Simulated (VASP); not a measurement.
# B2N3O (P-6m2) in VASP: single point with PBE

Aim: the single point of B2N3O with PBE.

All numbers are computed with VASP 6.6.1; they aren't measurements. Logs are shortened: lines on timing, memory, paths and dates and some standing lists are left out, and cuts for length are marked.

## 1. The cell of the first run

It takes space group P-6m2 (No. 187, hexagonal). Conventional cell: a = 3.230 Å, b = 3.230 Å, c = 6.418 Å, α = 90.00°, β = 90.00°, γ = 120.00°. Within 3.2 Å of B (site symmetry 3m) lie 3 O at 2.44 Å and 9 N at 2.44 to 2.48 Å and 1 B at 3.15 Å. Within 2.5 Å of N (site symmetry -6m2) lie 3 N at 1.87 Å and 6 B at 2.48 Å. Within 2.5 Å of N (site symmetry -6m2) lie 3 O at 1.87 Å and 6 B at 2.44 Å. N (site symmetry -6m2) has 3 N at 1.87 Å and 6 B at 2.48 Å within 2.5 Å. O (site symmetry -6m2) has 3 N at 1.87 Å and 6 B at 2.44 Å within 2.5 Å.

## 2. Single point, PBE

File INCAR:

```
SYSTEM = B2N3O
PREC = Accurate ; ENCUT = 520
EDIFF = 1E-6 ; ISMEAR = 0
SIGMA = 0.1 ; LREAL = .False.
LASPH = .True. ; NELM = 100
ALGO = Normal ; ISIF = 2
LWAVE = .False. ; LCHARG = .True.
GGA = PE ; LELF = .True.
LVHAR = .True. ; NBANDS = 22
```

File KPOINTS:

```
Automatic mesh
0
Gamma
  6 6 4
  0 0 0
```

File POSCAR:

```
B2N3O
1.0
    3.2304444300      0.0000000000      0.0000000000
   -1.6152222200      2.7976469400      0.0000000000
    0.0000000000      0.0000000000      6.4177732300
B N O
2 3 1
Direct
    0.0000000000      0.0000000000      0.2450700000
    0.0000000000      0.0000000000      0.7549300000
    0.3333333300      0.6666666700      0.5000000000
    0.6666666700      0.3333333300      0.0000000000
    0.6666666700      0.3333333300      0.5000000000
    0.3333333300      0.6666666700      0.0000000000
```

Potentials or basis: VASP PAW PBE potentials, release 64 (B, N, O).

Run with:

```
cat potpaw_PBE.64/B/POTCAR potpaw_PBE.64/N/POTCAR potpaw_PBE.64/O/POTCAR > POTCAR
mpirun -np 1 vasp_std > vasp.out
```

OUTCAR:

```text
SYSTEM = B2N3O
   PREC = Accurate
   ENCUT = 520
   EDIFF = 1E-6
   ISMEAR = 0
   LREAL = .False.
   LASPH = .True.
   NELM = 100
   ISIF = 2
   GGA = PE

 ion  position               nearest neighbor table
   1  0.000  0.000  0.245-
   2  0.000  0.000  0.755-
   3  0.333  0.667  0.500-
   4  0.667  0.333  0.000-   6 1.87   6 1.87   6 1.87
   5  0.667  0.333  0.500-
   6  0.333  0.667  0.000-   4 1.87   4 1.87   4 1.87

  LATTYP: Found a hexagonal cell.
 ALAT       =     3.2304444300
 C/A-ratio  =     1.9866533442

  Lattice vectors:

 A1 = (   3.2304444300,   0.0000000000,   0.0000000000)
 A2 = (  -1.6152222200,   2.7976469400,   0.0000000000)
 A3 = (   0.0000000000,   0.0000000000,   6.4177732300)

Analysis of symmetry for initial positions (statically):
=====================================================================
 Subroutine PRICEL returns:
 Original cell was already a primitive cell.

 Routine SETGRP: Setting up the symmetry group for a
 hexagonal supercell.

 Subroutine GETGRP returns: Found 12 space group operations
 (whereof 12 operations were pure point group operations)
 out of a pool of 24 trial point group operations.

The static configuration has the point symmetry D_3h.

Analysis of symmetry for dynamics (positions and initial velocities):
=====================================================================
 Subroutine PRICEL returns:
 Original cell was already a primitive cell.

 Routine SETGRP: Setting up the symmetry group for a
 hexagonal supercell.

 Subroutine GETGRP returns: Found 12 space group operations
 (whereof 12 operations were pure point group operations)
 out of a pool of 24 trial point group operations.

The dynamic configuration has the point symmetry D_3h.

 Subroutine INISYM returns: Found 12 space group operations
 (whereof 12 operations are pure point group operations),
 and found     1 'primitive' translations

----------------------------------------------------------------------------------------

                                     Primitive cell

  volume of cell :      58.0015

  direct lattice vectors                    reciprocal lattice vectors
     3.230444430  0.000000000  0.000000000     0.309554930  0.178721623  0.000000000
    -1.615222220  2.797646940  0.000000000     0.000000000  0.357443245  0.000000000
     0.000000000  0.000000000  6.417773230     0.000000000  0.000000000  0.155817285

  length of vectors
     3.230444430  3.230444431  6.417773230     0.357443245  0.357443245  0.155817285

  position of ions in fractional coordinates (direct lattice)
     0.000000000  0.000000000  0.245070000
     0.000000000  0.000000000  0.754930000
     0.333333330  0.666666670  0.500000000
     0.666666670  0.333333330  0.000000000
     0.666666670  0.333333330  0.500000000
     0.333333330  0.666666670  0.000000000

  ion indices of the primitive-cell ions
   primitive index   ion index
                 1           1
                 2           2
                 3           3
                 4           4
                 5           5
                 6           6

----------------------------------------------------------------------------------------

 KPOINTS: Automatic mesh

Automatic generation of k-mesh.
 Grid dimensions read from file:
 generate k-points for:    6    6    4

 Generating k-lattice:

  Cartesian coordinates                     Fractional coordinates (reciprocal lattice)
     0.051592488  0.029786937  0.000000000     0.166666667  0.000000000  0.000000000
     0.000000000  0.059573874  0.000000000     0.000000000  0.166666667  0.000000000
     0.000000000  0.000000000  0.038954321     0.000000000  0.000000000  0.250000000

  Length of vectors
     0.059573874  0.059573874  0.038954321

  Shift w.r.t. Gamma in fractional coordinates (k-lattice)
     0.000000000  0.000000000  0.000000000

 Subroutine IBZKPT returns following result:
 ===========================================

 Found     21 irreducible k-points:

 Following reciprocal coordinates:
            Coordinates               Weight
  0.000000  0.000000  0.000000      1.000000
  0.166667 -0.000000  0.000000      6.000000
  0.333333  0.000000  0.000000      6.000000
  0.500000 -0.000000  0.000000      3.000000
  0.166667  0.166667  0.000000      6.000000
  0.333333  0.166667  0.000000     12.000000
[... 13 lines left out ...]
  0.333333  0.166667  0.500000     12.000000
  0.333333  0.333333  0.500000      2.000000
   k-points           NKPTS =     21   k-points in BZ     NKDIM =     21   number of bands    NBANDS=     22
   number of dos      NEDOS =    301   number of ions     NIONS =      6
   total plane-waves  NPLWV =  27648
   dimension x,y,z NGX =    24 NGY =   24 NGZ =   48
   dimension x,y,z NGXF=    48 NGYF=   48 NGZF=   96
   ions per type =               2   3   1
   NGX,Y,Z   is equivalent  to a cutoff of  12.35, 12.35, 12.43 a.u.
   NGXF,Y,Z  is equivalent  to a cutoff of  24.70, 24.70, 24.87 a.u.
 SYSTEM =  B2N3O
   PREC   = accura    normal or accurate (medium, high low for compatibility)
   ISTART =      0    job   : 0-new  1-cont  2-samecut
   ICHARG =      2    charge: 1-file 2-atom 10-const
   ISPIN  =      1    spin polarized calculation?
   LNONCOLLINEAR =      F non collinear calculations
   LSORBIT =      F    spin-orbit coupling
   LASPH  =      T    aspherical Exc in radial PAW
   ENCUT  =  520.0 eV  38.22 Ry    6.18 a.u.   6.01  6.01 11.93*2*pi/ulx,y,z
   NELM   =    100;   NELMIN=  2; NELMDL= -5     # of ELM steps
   EDIFF  = 0.1E-05   stopping-criterion for ELM
   LREAL  =      F    real-space projection
   EDIFFG = 0.1E-04   stopping-criterion for IOM
   NSW    =      0    number of steps for IOM
   IBRION =     -1    ionic relax: 0-MD 1-quasi-New 2-CG
   NFREE  =      0    steps in history (QN), initial steepest desc. (CG)
   ISIF   =      2    stress and relaxation
   ISYM   =      2    0-nonsym 1-usesym 2-fastsym
   POTIM  = 0.5000    time-step for ionic-motion
   TEBEG  =    0.0;   TEEND  =   0.0 temperature during run
   PSTRESS=    0.0 pullay stress
   NELECT =      27.0000    total number of electrons
   NUPDOWN=      -1.0000    fix difference up-down
   EMIN   =  10.00;   EMAX   =-10.00  energy-range for DOS
   EFERMI =   0.00;   METHOD = LEGACY
   ISMEAR =     0;   SIGMA  =   0.10  broadening in eV -4-tet -1-fermi 0-gaus
   EFERMI_NEDOS =   21; number of points for ismear=-14 and -15
   IALGO  =     38    algorithm
   IMIX   =      4    mixing-type and parameters
     AMIX     =   0.40;   BMIX     =  1.00
     AMIX_MAG =   1.60;   BMIX_MAG =  1.00
  volume/ion in A,a.u.               =       9.67        65.24
  Fermi-wavevector in a.u.,A,eV,Ry     =   1.268770  2.397628 21.902350  1.609777
  Thomas-Fermi vector in A             =   2.401847
   LORBIT       =      0    0 simple, 1 ext, 2 COOP (PROOUT), +10 PAW based schemes
   GGA     = PE    functional components
   LHFCALC =     F    Hartree Fock is set to
   AEXX    =    0.0000 exact exchange contribution
   IVDW    =     0    specifies the selected vdW correction
   LEPSILON=     F    determine dielectric tensor
   LRPA    =     F    only Hartree local field effects (RPA)
 non-spin polarized calculation
 Gauss-broadening in eV      SIGMA  =   0.10
  energy-cutoff  :      520.00
  volume of cell :       58.00
 maximum number of plane-waves:      1584
   NGX = 13   NGY = 13   NGZ = 23

 number of electron      26.9999997 magnetization

 Free energy of the ion-electron system (eV)
  ---------------------------------------------------
  ext. energy  EPLUGINS =         0.00000000
  ---------------------------------------------------
  free energy    TOTEN  =       -24.39799981 eV

  energy without entropy =      -24.38088332  energy(sigma->0) =      -24.38944156

 E-fermi :   3.6618     XC(G=0): -11.0163

 val. band max:        3.6550905295   @ k =   0.1667   0.1667   0.2500
 cond. band min:       3.6738472912   @ k =   0.5000  -0.0000   0.2500
 fundamental gap:      0.0187567617
 Fermi energy:         3.6618021138

 k-point     1 :       0.0000    0.0000    0.0000
  band No.  band energies     occupation
      1     -16.7602      2.00000
      2     -14.5418      2.00000
      3      -7.2148      2.00000
      4      -5.3907      2.00000
      5      -4.4836      2.00000
      6      -1.5628      2.00000
[... 14 lines left out ...]
     21       7.4772      0.00000
     22       9.3162      0.00000

 k-point     2 :       0.1667   -0.0000    0.0000
  band No.  band energies     occupation
      1     -16.4879      2.00000
      2     -14.1791      2.00000
      3      -8.1430      2.00000
      4      -6.0301      2.00000
      5      -4.9632      2.00000
      6      -2.0236      2.00000
[... 14 lines left out ...]
     21       7.7989      0.00000
     22       8.6926      0.00000

 k-point     3 :       0.3333    0.0000    0.0000
  band No.  band energies     occupation
      1     -15.8103      2.00000
      2     -13.1571      2.00000
      3      -9.7913      2.00000
      4      -8.4456      2.00000
      5      -3.7059      2.00000
      6      -2.7332      2.00000
[... 14 lines left out ...]
     21       7.8844      0.00000
     22       8.3932      0.00000
[... 401 lines left out ...]
 k-point    20 :       0.3333    0.1667    0.5000
  band No.  band energies     occupation
      1     -15.3657      2.00000
      2     -12.2673      2.00000
      3     -10.5058      2.00000
      4      -9.7093      2.00000
      5      -4.2721      2.00000
      6      -3.9452      2.00000
[... 14 lines left out ...]
     21       7.6553      0.00000
     22       7.9238      0.00000

 k-point    21 :       0.3333    0.3333    0.5000
  band No.  band energies     occupation
      1     -15.1126      2.00000
      2     -11.0080      2.00000
      3     -11.0050      2.00000
      4     -10.8151      2.00000
      5      -5.0569      2.00000
      6      -4.8328      2.00000
[... 14 lines left out ...]
     21       7.6775      0.00000
     22       7.7611      0.00000

------------------------ aborting loop because EDIFF is reached ----------------------------------------

  FORCE on cell =-STRESS in cart. coord.  units (eV):
  Direction    XX          YY          ZZ          XY          YZ          ZX
  --------------------------------------------------------------------------------------
  -------------------------------------------------------------------------------------
  Total       -2.3016919     -2.3016919     -3.4152892      0.0000000      0.0000000     -0.0000000
  in kB      -63.5796629    -63.5796628    -94.3405762      0.0000001      0.0000000     -0.0000000
  external PRESSURE =     -73.8333006 kB  Pullay stress =       0.0000000 kB

 VOLUME and BASIS-vectors are now :
 -----------------------------------------------------------------------------
  energy-cutoff  :      520.00
  volume of cell :       58.00
      direct lattice vectors                 reciprocal lattice vectors
     3.230444430  0.000000000  0.000000000     0.309554930  0.178721623  0.000000000
    -1.615222220  2.797646940  0.000000000     0.000000000  0.357443245  0.000000000
     0.000000000  0.000000000  6.417773230     0.000000000  0.000000000  0.155817285

 POSITION                                       TOTAL-FORCE (eV/Angst)
 -----------------------------------------------------------------------------------
      0.00000      0.00000      1.57280         0.000000     -0.000000     -0.227127
      0.00000      0.00000      4.84497         0.000000     -0.000000      0.227127
     -0.00000      1.86510      3.20889        -0.000000     -0.000000      0.000000
      1.61522      0.93255      0.00000        -0.000000     -0.000000      0.000000
      1.61522      0.93255      3.20889        -0.000000      0.000000      0.000000
     -0.00000      1.86510      0.00000        -0.000000     -0.000000      0.000000
 -----------------------------------------------------------------------------------
    total drift:                                0.000010     -0.000006      0.000000

  FREE ENERGIE OF THE ION-ELECTRON SYSTEM (eV)
  ---------------------------------------------------
  free  energy   TOTEN  =       -24.3979998074 eV

  energy  without entropy=      -24.3808833196  energy(sigma->0) =      -24.38944156
```

Run time: 24 s. Hardware: 1 thread of Intel Xeon Platinum 8259CL at 2.50GHz (Skylake/Cascade Lake), shared host; peak memory 0.17 GiB.

What came out:

| Property | Result |
| --- | --- |
| Free energy | -24.3980 eV |
| Pressure | -7.4 GPa |
| Largest force | 0.227 eV/Å |

Forces on the atoms (eV/Å):
```
B    0.000  0.000 -0.227
B    0.000  0.000  0.227
N    0.000  0.000  0.000
N    0.000  0.000  0.000
N    0.000  0.000  0.000
O    0.000  0.000  0.000
```

Levels at points of the mesh, in eV from the Fermi level:
```csv
k point,band 12,band 13,band 14,band 15,band 16,band 17
"(0.00, 0.00, 0.00)",-0.29,-0.29,0.06,1.08,1.08,1.31
"(0.50, 0.00, 0.00)",-1.12,-0.08,0.07,1.07,2.03,2.58
"(0.00, 0.00, 0.50)",-0.79,-0.02,-0.02,0.56,0.56,0.56
"(0.50, 0.00, 0.50)",-2.75,0.21,0.31,1.59,2.78,3.07
```

Caveat: the k points lie up to 0.37 Å⁻¹ apart; an odd number of electrons without spin polarisation forces a metal; a magnetic or distorted state may lie lower.
